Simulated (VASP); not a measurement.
# C (Fd-3m) in VASP: single point with r2SCAN

Aim: the single point of C with r2SCAN.

All numbers are computed with VASP 6.6.1; they aren't measurements. Logs are shortened: lines on timing, memory, paths and dates and some standing lists are left out, and cuts for length are marked.

**1. The cell of the first run**

Symmetry: Fd-3m, No. 227, cubic system. The conventional cell has a = 3.554 Å, b = 3.554 Å, c = 3.554 Å, α = 90.00°, β = 90.00°, γ = 90.00°. C (site symmetry -43m) has 4 C at 1.54 Å within 2.1 Å.

**2. Single point, r2SCAN**

The input, POSCAR:

```
C
1.0
    0.0000000000      1.7769010000      1.7769010000
    1.7769010000      0.0000000000      1.7769010000
    1.7769010000      1.7769010000      0.0000000000
C
2
Direct
    0.0000000000      0.0000000000      0.0000000000
    0.2500000000      0.2500000000      0.2500000000
```

The input, INCAR.step1:

```
SYSTEM = C
  PREC = Accurate
  ENCUT = 520
  ISMEAR = -1
  SIGMA = 0.05
  LREAL = .False.
  LASPH = .True.
  NELM = 80
  NBANDS = 11
  GGA = PE
  ALGO = Normal
  EDIFF = 1E-4
  LWAVE = .True.
  LCHARG = .False.
```

The input, INCAR.step2:

```
SYSTEM = C
  PREC = Accurate
  ENCUT = 520
  EDIFF = 1E-7
  ISMEAR = -1
  SIGMA = 0.05
  LREAL = .False.
  LASPH = .True.
  NELM = 80
  ALGO = Normal
  ISIF = 2
  LWAVE = .False.
  LCHARG = .False.
  METAGGA = R2SCAN
  LMIXTAU = .True.
  NBANDS = 11
  ISTART = 1
```

The input, KPOINTS:

```
Automatic mesh
0
Gamma
  11 11 11
  0 0 0
```

Potentials or basis: VASP PAW PBE potentials, release 64 (C).

Started as:

```sh
$ cat potpaw_PBE.64/C/POTCAR > POTCAR
$ cp INCAR.step1 INCAR
$ mpirun -np 1 vasp_std > vasp.out
$ cp INCAR.step2 INCAR
$ mpirun -np 1 vasp_std > vasp.out
```

OUTCAR:

```text
SYSTEM = C
   PREC = Accurate
   ENCUT = 520
   EDIFF = 1E-7
   ISMEAR = -1
   LREAL = .False.
   LASPH = .True.
   NELM = 80
   ISIF = 2
   METAGGA = R2SCAN
   ISTART = 1

 ion  position               nearest neighbor table
   1  0.000  0.000  0.000-   2 1.54   2 1.54   2 1.54   2 1.54
   2  0.250  0.250  0.250-   1 1.54   1 1.54   1 1.54   1 1.54

  LATTYP: Found a face centered cubic cell.
 ALAT       =     3.5538020000

  Lattice vectors:

 A1 = (   0.0000000000,   1.7769010000,   1.7769010000)
 A2 = (   1.7769010000,   0.0000000000,   1.7769010000)
 A3 = (   1.7769010000,   1.7769010000,   0.0000000000)

Analysis of symmetry for initial positions (statically):
=====================================================================
 Subroutine PRICEL returns:
 Original cell was already a primitive cell.

 Routine SETGRP: Setting up the symmetry group for a
 face centered cubic supercell.

 Subroutine GETGRP returns: Found 48 space group operations
 (whereof 24 operations were pure point group operations)
 out of a pool of 48 trial point group operations.

The static configuration has the point symmetry T_d .
 The point group associated with its full space group is O_h .

Analysis of symmetry for dynamics (positions and initial velocities):
=====================================================================
 Subroutine PRICEL returns:
 Original cell was already a primitive cell.

 Routine SETGRP: Setting up the symmetry group for a
 face centered cubic supercell.

 Subroutine GETGRP returns: Found 48 space group operations
 (whereof 24 operations were pure point group operations)
 out of a pool of 48 trial point group operations.

The dynamic configuration has the point symmetry T_d .
 The point group associated with its full space group is O_h .

 Subroutine INISYM returns: Found 48 space group operations
 (whereof 24 operations are pure point group operations),
 and found     1 'primitive' translations

----------------------------------------------------------------------------------------

                                     Primitive cell

  volume of cell :      11.2207

  direct lattice vectors                    reciprocal lattice vectors
     0.000000000  1.776901000  1.776901000    -0.281388777  0.281388777  0.281388777
     1.776901000  0.000000000  1.776901000     0.281388777 -0.281388777  0.281388777
     1.776901000  1.776901000  0.000000000     0.281388777  0.281388777 -0.281388777

  length of vectors
     2.512917493  2.512917493  2.512917493     0.487379659  0.487379659  0.487379659
[... 83 lines left out ...]
   EDIFFG = 0.1E-05   stopping-criterion for IOM
   NSW    =      0    number of steps for IOM
   IBRION =     -1    ionic relax: 0-MD 1-quasi-New 2-CG
   NFREE  =      0    steps in history (QN), initial steepest desc. (CG)
   ISIF   =      2    stress and relaxation
   ISYM   =      2    0-nonsym 1-usesym 2-fastsym
   POTIM  = 0.5000    time-step for ionic-motion
   TEBEG  =    0.0;   TEEND  =   0.0 temperature during run
   PSTRESS=    0.0 pullay stress
   NELECT =       8.0000    total number of electrons
   NUPDOWN=      -1.0000    fix difference up-down
   EMIN   =  10.00;   EMAX   =-10.00  energy-range for DOS
   EFERMI =   0.00;   METHOD = LEGACY
   ISMEAR =    -1;   SIGMA  =   0.05  broadening in eV -4-tet -1-fermi 0-gaus
   EFERMI_NEDOS =   21; number of points for ismear=-14 and -15
   IALGO  =     38    algorithm
   IMIX   =      4    mixing-type and parameters
     AMIX     =   0.40;   BMIX     =  1.00
     AMIX_MAG =   1.60;   BMIX_MAG =  1.00
  volume/ion in A,a.u.               =       5.61        37.86
  Fermi-wavevector in a.u.,A,eV,Ry     =   1.462508  2.763739 29.101906  2.138930
  Thomas-Fermi vector in A             =   2.578713
   LORBIT       =      0    0 simple, 1 ext, 2 COOP (PROOUT), +10 PAW based schemes
   METAGGA = R2SCAN    functional components
   LHFCALC =     F    Hartree Fock is set to
   AEXX    =    0.0000 exact exchange contribution
   IVDW    =     0    specifies the selected vdW correction
   LEPSILON=     F    determine dielectric tensor
   LRPA    =     F    only Hartree local field effects (RPA)
 non-spin polarized calculation
  energy-cutoff  :      520.00
  volume of cell :       11.22
 maximum number of plane-waves:       310
   NGX =  9   NGY =  9   NGZ =  9

 number of electron       7.9999999 magnetization

 Free energy of the ion-electron system (eV)
  ---------------------------------------------------
  ext. energy  EPLUGINS =         0.00000000
  ---------------------------------------------------
  free energy    TOTEN  =       -19.65613044 eV

  energy without entropy =      -19.65613044  energy(sigma->0) =      -19.65613044

 E-fermi :  10.8024     XC(G=0): -14.3179

 val. band max:        9.8719581751   @ k =   0.0000   0.0000   0.0000
 cond. band min:      14.2169711023   @ k =   0.3636   0.3636   0.0000
 fundamental gap:      4.3450129272
 Fermi energy:        10.8023992923

 k-point     1 :       0.0000    0.0000    0.0000
  band No.  band energies     occupation
      1     -12.9750      2.00000
      2       9.8720      2.00000
      3       9.8720      2.00000
      4       9.8720      2.00000
      5      15.7375      0.00000
      6      15.7375      0.00000
      7      15.7375      0.00000
      8      23.9524      0.00000
      9      30.4164      0.00000
     10      37.3814      0.00000
     11      37.3814      0.00000
[... 309 lines left out ...]
 k-point    24 :      -0.1818    0.1818    0.0000
  band No.  band energies     occupation
      1     -10.4406      2.00000
      2       3.1093      2.00000
      3       4.1494      2.00000
      4       8.1055      2.00000
      5      18.3225      0.00000
      6      19.0096      0.00000
      7      20.3677      0.00000
      8      24.4003      0.00000
      9      30.7524      0.00000
     10      32.3993      0.00000
     11      34.8761      0.00000

 [... further k-points ...]
[... 5 lines left out ...]
  --------------------------------------------------------------------------------------
  -------------------------------------------------------------------------------------
  Total        0.2543105      0.2543105      0.2543105      0.0000000      0.0000000      0.0000000
  in kB       36.3124233     36.3124233     36.3124233      0.0000000      0.0000000      0.0000000
  external PRESSURE =      36.3124233 kB  Pullay stress =       0.0000000 kB

 VOLUME and BASIS-vectors are now :
 -----------------------------------------------------------------------------
  energy-cutoff  :      520.00
  volume of cell :       11.22
      direct lattice vectors                 reciprocal lattice vectors
     0.000000000  1.776901000  1.776901000    -0.281388777  0.281388777  0.281388777
     1.776901000  0.000000000  1.776901000     0.281388777 -0.281388777  0.281388777
     1.776901000  1.776901000  0.000000000     0.281388777  0.281388777 -0.281388777

 POSITION                                       TOTAL-FORCE (eV/Angst)
 -----------------------------------------------------------------------------------
      0.00000      0.00000      0.00000        -0.000000     -0.000000     -0.000000
      0.88845      0.88845      0.88845         0.000000      0.000000      0.000000
 -----------------------------------------------------------------------------------
    total drift:                                0.000000      0.000000      0.000000

  FREE ENERGIE OF THE ION-ELECTRON SYSTEM (eV)
  ---------------------------------------------------
  free  energy   TOTEN  =       -19.6561304429 eV

  energy  without entropy=      -19.6561304429  energy(sigma->0) =      -19.65613044
```

OSZICAR.step1:

```text
N       E                     dE             d eps       ncg     rms          rms(c)
DAV:   1     0.101976861038E+01    0.10198E+01   -0.49692E+03  1251   0.729E+02
DAV:   2    -0.184706115747E+02   -0.19490E+02   -0.18884E+02  1632   0.126E+02
DAV:   3    -0.188408946789E+02   -0.37028E+00   -0.36926E+00  1451   0.135E+01
DAV:   4    -0.188414959003E+02   -0.60122E-03   -0.60121E-03  1340   0.675E-01
DAV:   5    -0.188414965899E+02   -0.68958E-06   -0.68956E-06  1419   0.218E-02    0.564E+00
DAV:   6    -0.183460666264E+02    0.49543E+00   -0.25860E-01  1259   0.359E+00    0.337E+00
DAV:   7    -0.181793642202E+02    0.16670E+00   -0.31574E-01  1325   0.401E+00    0.776E-01
DAV:   8    -0.181812091503E+02   -0.18449E-02   -0.87971E-03  1292   0.702E-01    0.440E-02
DAV:   9    -0.181812491909E+02   -0.40041E-04   -0.61230E-05  1345   0.633E-02
   1 F= -.18181249E+02 E0= -.18181249E+02  d E =-.500496E-11
```

Wall time 36 s (1 thread of Intel Xeon Platinum 8375C at 2.90GHz (Ice Lake), shared host); peak memory 0.12 GiB.

Results:

```
Free energy            : -19.6561 eV
Pressure               : 3.6 GPa
Band gap on the k mesh : 4.34 eV, indirect (least direct gap 5.87 eV)
```

Caveat: the PAW data sets were made with another functional, which shifts forces and pressure a little.
